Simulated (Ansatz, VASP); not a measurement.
**Two plane-wave programs on TePb**

File INCAR:

```
ALGO = Normal ; EDIFF = 1E-6
ENCUT = 520 ; GGA = PS
ISIF = 2 ; ISMEAR = 0
LASPH = True ; LCHARG = False
LREAL = False ; LWAVE = False
NBANDS = 17 ; NELM = 80
PREC = Accurate ; SIGMA = 0.02
```

The input KPOINTS:

```
k-points
0
Gamma
  8 8 8
```

File POSCAR:

```
TePb
1.0
    0.0000000000      3.2270000000      3.2270000000
    3.2270000000      0.0000000000      3.2270000000
    3.2270000000      3.2270000000      0.0000000000
Te Pb
1 1
Direct
    0.5078664394      0.4958304927      0.4162426402
    0.0000000000      0.0000000000      0.0000000000
```

Input for Ansatz:

```yaml
crystal:
  lattice:
    - [0.0, 3.227, 3.227]
    - [3.227, 0.0, 3.227]
    - [3.227, 3.227, 0.0]
  atoms:
    - { symbol: Te, position: [0.5078664394, 0.4958304927, 0.4162426402] }
    - { symbol: Pb, position: [0.0, 0.0, 0.0] }
basis:
  ecutwfc: 420
kpoints:
  mp_grid: { grid: [8, 8, 8] }
hamiltonian:
  xc: pbesol
scf:
  occupations: { method: gaussian, width: 0.02 }
output:
  forces: true
  stress: true
  eigenvalues: true
  populations: true
```

Change from the starting cell: one atom moved.

Alike in both runs: task single point; functional PBEsol; k mesh 8 × 8 × 8; occupations gaussian, width 0.02 eV; no spin polarisation.

```csv
,VASP,Ansatz
version,VASP 6.6.1,Ansatz 0.2.0
potentials or method,"VASP PAW PBE potentials, release 64 (Te, Pb_d), cutoff 520 eV","scalar-relativistic, plane waves, PAW"
valence electrons in the cell,20,30
```

Ansatz gave:

```
gap on the k mesh at the Fermi level (eV)                     : 0.75
least direct gap on the mesh (eV)                             : 0.75
pressure (GPa)                                                : 1.5
traceless stress, the component that is largest in VASP (GPa) : -1.82
rms of the force components (eV/Å)                            : 0.374
```

Question: What did VASP give for the same quantities?

Answer: gap on the k mesh at the Fermi level (eV): 0.75; least direct gap on the mesh (eV): 0.75; pressure (GPa): 1.5; traceless stress, the component that is largest in VASP (GPa): -1.84; rms of the force components (eV/Å): 0.379.

VASP's potentials were made for PBE, not for PBEsol. Atom by atom the forces differ by 0.004 eV/Å (rms over components). The functional is the same, so the differences come from potentials, cutoffs and numerics. VASP's potentials hold 20 valence electrons a cell and Ansatz's 30, so a difference there can come from the potentials and not from the codes.

Spin-orbit coupling is off throughout.
